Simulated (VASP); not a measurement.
# Ag (Fm-3m) in VASP: notebook

Runs on Ag. Level: PBE+D3(BJ). Tasks: single point, relaxation of cell and atoms.

Everything below comes from runs of VASP 6.6.1. Logs are shortened: lines on timing, memory, paths and dates and some standing lists are left out, and cuts for length are marked.

**1. The cell of the first run**

Symmetry: Fm-3m, No. 225, cubic system. The conventional cell has a = 4.104 Å, b = 4.104 Å, c = 4.104 Å, α = 90.00°, β = 90.00°, γ = 90.00°. Ag (site symmetry m-3m) has 12 Ag at 2.90 Å within 3.8 Å.

**2. Single point, PBE+D3(BJ)**

INCAR

```
ALGO = Normal ; EDIFF = 1E-6
ENCUT = 500 ; GGA = PE
GGA_COMPAT = False ; ISIF = 2
ISMEAR = 0 ; IVDW = 12
LASPH = True ; LCHARG = False
LREAL = False ; LWAVE = False
NBANDS = 12 ; NELM = 120
PREC = Accurate ; SIGMA = 0.1
```

KPOINTS

```
k-points
0
Gamma
  8 8 8
```

POSCAR

```
Ag
1.0
    0.0000000000      2.0521781806      2.0521781806
    2.0521781806      0.0000000000      2.0521781806
    2.0521781806      2.0521781806      0.0000000000
Ag
1
Direct
    0.0000000000      0.0000000000      0.0000000000
```

Potentials or basis: VASP PAW PBE potentials, release 64 (Ag).

Run with:

```sh
$ cat potpaw_PBE.64/Ag/POTCAR > POTCAR
$ mpirun -np 1 vasp_std > vasp.out
```

OUTCAR:

```text
EDIFF = 1E-6
   ENCUT = 500
   GGA = PE
   ISIF = 2
   ISMEAR = 0
   IVDW = 12
   LASPH = True
   LREAL = False
   NELM = 120
   PREC = Accurate
 IVDW          = 12

 ion  position               nearest neighbor table
   1  0.000  0.000  0.000-

  LATTYP: Found a face centered cubic cell.
 ALAT       =     4.1043563612

  Lattice vectors:

 A1 = (   0.0000000000,   2.0521781806,   2.0521781806)
 A2 = (   2.0521781806,   0.0000000000,   2.0521781806)
 A3 = (   2.0521781806,   2.0521781806,   0.0000000000)

Analysis of symmetry for initial positions (statically):
=====================================================================
 Subroutine PRICEL returns:
 Original cell was already a primitive cell.

 Routine SETGRP: Setting up the symmetry group for a
 face centered cubic supercell.

 Subroutine GETGRP returns: Found 48 space group operations
 (whereof 48 operations were pure point group operations)
 out of a pool of 48 trial point group operations.

The static configuration has the point symmetry O_h .

Analysis of symmetry for dynamics (positions and initial velocities):
=====================================================================
 Subroutine PRICEL returns:
 Original cell was already a primitive cell.

 Routine SETGRP: Setting up the symmetry group for a
 face centered cubic supercell.

 Subroutine GETGRP returns: Found 48 space group operations
 (whereof 48 operations were pure point group operations)
 out of a pool of 48 trial point group operations.

The dynamic configuration has the point symmetry O_h .

 Subroutine INISYM returns: Found 48 space group operations
 (whereof 48 operations are pure point group operations),
 and found     1 'primitive' translations

----------------------------------------------------------------------------------------

                                     Primitive cell

  volume of cell :      17.2852

  direct lattice vectors                    reciprocal lattice vectors
     0.000000000  2.052178181  2.052178181    -0.243643561  0.243643561  0.243643561
     2.052178181  0.000000000  2.052178181     0.243643561 -0.243643561  0.243643561
     2.052178181  2.052178181  0.000000000     0.243643561  0.243643561 -0.243643561

  length of vectors
     2.902218215  2.902218215  2.902218215     0.422003027  0.422003027  0.422003027

  position of ions in fractional coordinates (direct lattice)
     0.000000000  0.000000000  0.000000000

[... 81 lines left out ...]
   ISIF   =      2    stress and relaxation
   ISYM   =      2    0-nonsym 1-usesym 2-fastsym
   POTIM  = 0.5000    time-step for ionic-motion
   TEBEG  =    0.0;   TEEND  =   0.0 temperature during run
   PSTRESS=    0.0 pullay stress
   NELECT =      11.0000    total number of electrons
   NUPDOWN=      -1.0000    fix difference up-down
   EMIN   =  10.00;   EMAX   =-10.00  energy-range for DOS
   EFERMI =   0.00;   METHOD = LEGACY
   ISMEAR =     0;   SIGMA  =   0.10  broadening in eV -4-tet -1-fermi 0-gaus
   EFERMI_NEDOS =   21; number of points for ismear=-14 and -15
   IALGO  =     38    algorithm
   IMIX   =      4    mixing-type and parameters
     AMIX     =   0.40;   BMIX     =  1.00
     AMIX_MAG =   1.60;   BMIX_MAG =  1.00
  volume/ion in A,a.u.               =      17.29       116.65
  Fermi-wavevector in a.u.,A,eV,Ry     =   1.408145  2.661008 26.978610  1.982872
  Thomas-Fermi vector in A             =   2.530332
   LORBIT       =      0    0 simple, 1 ext, 2 COOP (PROOUT), +10 PAW based schemes
   GGA     = PE    functional components
   LHFCALC =     F    Hartree Fock is set to
   AEXX    =    0.0000 exact exchange contribution
   IVDW    =    12    specifies the selected vdW correction
   LEPSILON=     F    determine dielectric tensor
   LRPA    =     F    only Hartree local field effects (RPA)
 non-spin polarized calculation
 Gauss-broadening in eV      SIGMA  =   0.10
  energy-cutoff  :      500.00
  volume of cell :       17.29
 maximum number of plane-waves:       447
 NGX is ok and might be reduce to    24
   NGX = 11   NGY = 11   NGZ = 11

 number of electron      10.9999999 magnetization

 Free energy of the ion-electron system (eV)
  ---------------------------------------------------
  ext. energy  EPLUGINS =         0.00000000
  ---------------------------------------------------
  free energy    TOTEN  =        -2.68459793 eV

  energy without entropy =       -2.68154417  energy(sigma->0) =       -2.68307105

 E-fermi :   8.0418     XC(G=0): -12.1271

 val. band max:        7.9669087014   @ k =   0.5000   0.2500   0.1250
 cond. band min:       8.4593510053   @ k =   0.5000   0.3750   0.1250
 fundamental gap:      0.4924423039
 Fermi energy:         8.0417674342

 k-point     1 :       0.0000    0.0000    0.0000
  band No.  band energies     occupation
      1       0.5744      2.00000
      2       3.4911      2.00000
      3       3.4911      2.00000
      4       3.4911      2.00000
      5       4.5009      2.00000
      6       4.5009      2.00000
      7      24.2368      0.00000
      8      27.7337      0.00000
      9      27.7337      0.00000
     10      27.7337      0.00000
     11      32.5047      0.00000
     12      33.5623      0.00000
[... 331 lines left out ...]
 k-point    24 :      -0.3750    0.2500    0.1250
  band No.  band energies     occupation
      1       2.5835      2.00000
      2       3.0532      2.00000
      3       3.9199      2.00000
      4       4.0795      2.00000
      5       5.2044      2.00000
      6      10.5198      0.00000
      7      12.1280      0.00000
      8      20.5418      0.00000
      9      20.7293      0.00000
     10      26.6277      0.00000
     11      31.3277      0.00000
     12      35.3811      0.00000

 [... further k-points ...]

------------------------ aborting loop because EDIFF is reached ----------------------------------------

 Edisp (eV)   -0.58065

 E8    (eV) :    -0.2537

  FORCE on cell =-STRESS in cart. coord.  units (eV):
  Direction    XX          YY          ZZ          XY          YZ          ZX
  --------------------------------------------------------------------------------------
  -------------------------------------------------------------------------------------
  Total      -0.21296    -0.21296    -0.21296     0.00000     0.00000    -0.00000
  in kB     -19.73937   -19.73937   -19.73937     0.00000     0.00000    -0.00000
  external pressure =      -19.74 kB  Pullay stress =        0.00 kB

 VOLUME and BASIS-vectors are now :
 -----------------------------------------------------------------------------
  energy-cutoff  :      500.00
  volume of cell :       17.29
      direct lattice vectors                 reciprocal lattice vectors
     0.000000000  2.052178181  2.052178181    -0.243643561  0.243643561  0.243643561
     2.052178181  0.000000000  2.052178181     0.243643561 -0.243643561  0.243643561
     2.052178181  2.052178181  0.000000000     0.243643561  0.243643561 -0.243643561

 POSITION                                       TOTAL-FORCE (eV/Angst)
 -----------------------------------------------------------------------------------
      0.00000      0.00000      0.00000        -0.000000      0.000000      0.000000
 -----------------------------------------------------------------------------------
    total drift:                               -0.000000      0.000000     -0.000000

  FREE ENERGIE OF THE ION-ELECTRON SYSTEM (eV)
  ---------------------------------------------------
  free  energy   TOTEN  =        -3.2652485513 eV

  energy  without entropy=       -3.2621947865  energy(sigma->0) =       -3.26372167
```

Run time: 7.8 s. Hardware: 1 thread of Intel Xeon 8259CL, shared host; peak memory 0.15 GiB.

What came out:

```yaml
Free_energy: -3.2652 eV
Pressure: -2.0 GPa
Dispersion_energy_per_atom: -0.581 eV
```

Levels at points of the mesh, in eV from the Fermi level:
| k point | band 2 | band 3 | band 4 | band 5 | band 6 | band 7 | band 8 | band 9 | band 10 | band 11 |
| --- | --- | --- | --- | --- | --- | --- | --- | --- | --- | --- |
| (0.00, 0.00, 0.00) | -4.55 | -4.55 | -4.55 | -3.54 | -3.54 | 16.20 | 19.69 | 19.69 | 19.69 | 24.46 |
| (0.50, 0.00, 0.00) | -4.57 | -4.57 | -2.76 | -2.76 | -0.16 | 3.73 | 15.42 | 17.93 | 17.93 | 22.86 |
| (0.50, 0.50, 0.00) | -6.01 | -2.80 | -2.56 | -2.56 | 1.82 | 6.84 | 10.80 | 10.80 | 17.22 | 17.28 |

Caveat: pairwise dispersion overbinds metals, which lowers pressure and volume.

**3. Single point, PBE+D3(BJ)**

This run uses another cell than the first one, of 16.89 Å³/atom, 0.977 times its volume.

INCAR

```
  ALGO = Fast
  EDIFF = 1E-6
  ENCUT = 520
  GGA = PE
  ISIF = 2
  ISMEAR = 0
  IVDW = 12
  LASPH = True
  LCHARG = False
  LREAL = False
  LWAVE = False
  NBANDS = 12
  NELM = 100
  PREC = Accurate
  SIGMA = 0.1
```

KPOINTS

```
k-points
0
Gamma
  18 18 18
```

POSCAR

```
Ag
1.0
    0.0000000000      2.0365566706      2.0365566706
    2.0365566706      0.0000000000      2.0365566706
    2.0365566706      2.0365566706      0.0000000000
Ag
1
Direct
    0.0000000000      0.0000000000      0.0000000000
```

Potentials or basis: VASP PAW PBE potentials, release 64 (Ag).

Run with:

```sh
$ cat potpaw_PBE.64/Ag/POTCAR > POTCAR
$ mpirun -np 1 vasp_std > vasp.out
```

OUTCAR:

```text
EDIFF = 1E-6
   ENCUT = 520
   GGA = PE
   ISIF = 2
   ISMEAR = 0
   IVDW = 12
   LASPH = True
   LREAL = False
   NELM = 100
   PREC = Accurate
 IVDW          = 12

 ion  position               nearest neighbor table
   1  0.000  0.000  0.000-

  LATTYP: Found a face centered cubic cell.
 ALAT       =     4.0731133412

  Lattice vectors:

 A1 = (   0.0000000000,   2.0365566706,   2.0365566706)
 A2 = (   2.0365566706,   0.0000000000,   2.0365566706)
 A3 = (   2.0365566706,   2.0365566706,   0.0000000000)

Analysis of symmetry for initial positions (statically):
=====================================================================
 Subroutine PRICEL returns:
 Original cell was already a primitive cell.

 Routine SETGRP: Setting up the symmetry group for a
 face centered cubic supercell.

 Subroutine GETGRP returns: Found 48 space group operations
 (whereof 48 operations were pure point group operations)
 out of a pool of 48 trial point group operations.

The static configuration has the point symmetry O_h .

Analysis of symmetry for dynamics (positions and initial velocities):
[... 168 lines left out ...]
      1       0.7233      2.00000
      2       3.7194      2.00000
      3       3.7194      2.00000
      4       3.7194      2.00000
      5       4.7706      2.00000
      6       4.7706      2.00000
      7      24.6039      0.00000
      8      28.2372      0.00000
      9      28.2372      0.00000
     10      28.2372      0.00000
     11      33.0660      0.00000
     12      34.2693      0.00000
[... 331 lines left out ...]
 k-point    24 :      -0.2222    0.0556    0.0000
  band No.  band energies     occupation
      1       2.1453      2.00000
      2       3.7271      2.00000
      3       3.9675      2.00000
      4       3.9863      2.00000
      5       4.7215      2.00000
      6       5.0937      2.00000
      7      20.1977      0.00000
      8      24.8504      0.00000
      9      27.2944      0.00000
     10      29.8941      0.00000
     11      30.4162      0.00000
     12      31.4331      0.00000

 [... further k-points ...]

------------------------ aborting loop because EDIFF is reached ----------------------------------------

 Edisp (eV)   -0.59456

 E8    (eV) :    -0.2599

  FORCE on cell =-STRESS in cart. coord.  units (eV):
  Direction    XX          YY          ZZ          XY          YZ          ZX
  --------------------------------------------------------------------------------------
  -------------------------------------------------------------------------------------
  Total      -0.01192    -0.01192    -0.01192     0.00000     0.00000    -0.00000
  in kB      -1.13005    -1.13005    -1.13005     0.00000     0.00000    -0.00000
  external pressure =       -1.13 kB  Pullay stress =        0.00 kB

 VOLUME and BASIS-vectors are now :
 -----------------------------------------------------------------------------
  energy-cutoff  :      520.00
  volume of cell :       16.89
      direct lattice vectors                 reciprocal lattice vectors
     0.000000000  2.036556671  2.036556671    -0.245512441  0.245512441  0.245512441
     2.036556671  0.000000000  2.036556671     0.245512441 -0.245512441  0.245512441
     2.036556671  2.036556671  0.000000000     0.245512441  0.245512441 -0.245512441

 POSITION                                       TOTAL-FORCE (eV/Angst)
 -----------------------------------------------------------------------------------
      0.00000      0.00000      0.00000        -0.000000      0.000000     -0.000000
 -----------------------------------------------------------------------------------
    total drift:                               -0.000000      0.000000      0.000000

  FREE ENERGIE OF THE ION-ELECTRON SYSTEM (eV)
  ---------------------------------------------------
  free  energy   TOTEN  =        -3.2996518649 eV

  energy  without entropy=       -3.2986777457  energy(sigma->0) =       -3.29916481
```

Run time: 12 s. Hardware: 1 thread of Intel Xeon 6975P-C (Granite Rapids), shared host; peak memory 0.17 GiB.

What came out:

```
Free energy                : -3.2997 eV
Pressure                   : -0.1 GPa
Dispersion energy per atom : -0.595 eV
```

Caveat: pairwise dispersion overbinds metals, which lowers pressure and volume.

**4. Relaxation of cell and atoms, PBE+D3(BJ)**

INCAR

```
SYSTEM = Ag
PREC = Accurate ; ENCUT = 600
EDIFF = 1E-6 ; ISMEAR = 0
SIGMA = 0.1 ; LREAL = .FALSE.
LASPH = .TRUE. ; NELM = 100
ALGO = Fast ; ISIF = 3
LWAVE = .FALSE. ; LCHARG = .FALSE.
GGA = PE ; IVDW = 12
IBRION = 2 ; NSW = 100
EDIFFG = -0.005
```

KPOINTS

```
Automatic mesh
0
G
  18 18 18
  0 0 0
```

POSCAR

```
Ag
1.0
    0.0000000000      2.0521781806      2.0521781806
    2.0521781806      0.0000000000      2.0521781806
    2.0521781806      2.0521781806      0.0000000000
Ag
1
Direct
    0.0000000000      0.0000000000      0.0000000000
```

Run with:

```sh
$ cat potpaw_PBE.64/Ag/POTCAR > POTCAR
$ mpirun -np 1 vasp_std > vasp.out
```

Run time: 29 s. Hardware: 1 thread of Intel Xeon 6975P-C (Granite Rapids), shared host; peak memory 0.19 GiB.

It converged, with:

- Free energy: -3.2997 eV
- Relaxed volume: 16.87 Å³/atom
- Relaxed cell: a = 2.879 Å, b = 2.879 Å, c = 2.879 Å, α = 60.00°, β = 60.00°, γ = 60.00°
- Space group after relaxing (to 0.05 Å): Fm-3m (No. 225)
- Energy gained by relaxing: 3.5 meV/atom
- Ionic steps: 5
- Pressure after relaxing: 0.0 GPa
- Dispersion energy per atom: -0.595 eV

The path:
```
step  energy change (eV)  largest force (eV/Å)  pressure (GPa)  volume (Å³)
   1              0.0000                0.0000           -2.47        17.29
   2             -0.0023                0.0000            1.83        16.63
   3             -0.0035                0.0000            0.14        16.86
   4             -0.0035                0.0000           -0.10        16.88
   5             -0.0035                0.0000           -0.01        16.87
```

Final structure:
```xyz
1
Lattice="0.0000 2.0357 2.0357 2.0357 0.0000 2.0357 2.0357 2.0357 0.0000" Properties=species:S:1:pos:R:3 pbc="T T T"
Ag    0.0000    0.0000    0.0000
```

Levels at points of the mesh, in eV from the Fermi level:
```
           k point  band 2  band 3  band 4  band 5  band 6  band 7  band 8  band 9
(0.00, 0.00, 0.00)   -4.82   -4.82   -4.82   -3.76   -3.76   16.08   19.72   19.72
(0.50, 0.00, 0.00)   -4.84   -4.84   -2.95   -2.95   -0.40    3.69   15.31   18.01
(0.50, 0.50, 0.00)   -6.34   -2.98   -2.74   -2.74    1.62    6.85   10.75   10.75
```

Caveat: pairwise dispersion overbinds metals, which lowers pressure and volume.

**5. Summary**

| task | cell | k mesh | cutoff (eV) | gap on the mesh (eV) | pressure (GPa) |
| --- | --- | --- | --- | --- | --- |
| single point | a = 2.902 Å, angles 60.0°, 1 atom | 8 × 8 × 8 | 500 | none | -2.0 |
| single point | a = 2.880 Å, angles 60.0°, 1 atom | 18 × 18 × 18 | 520 | none | -0.1 |
| relaxation of cell and atoms | relaxed from a = 2.902 Å, angles 60.0°, 1 atom | 18 × 18 × 18 | 600 | none | 0.0 |

Alike in all rows: level PBE+D3(BJ); potentials or basis VASP PAW PBE potentials, release 64 (Ag); no spin polarisation; smearing gaussian 0.1 eV.

Caveats: pairwise dispersion overbinds metals, which lowers pressure and volume.

Total energies depend on the potentials used, so only differences within one code and one set of settings carry meaning.
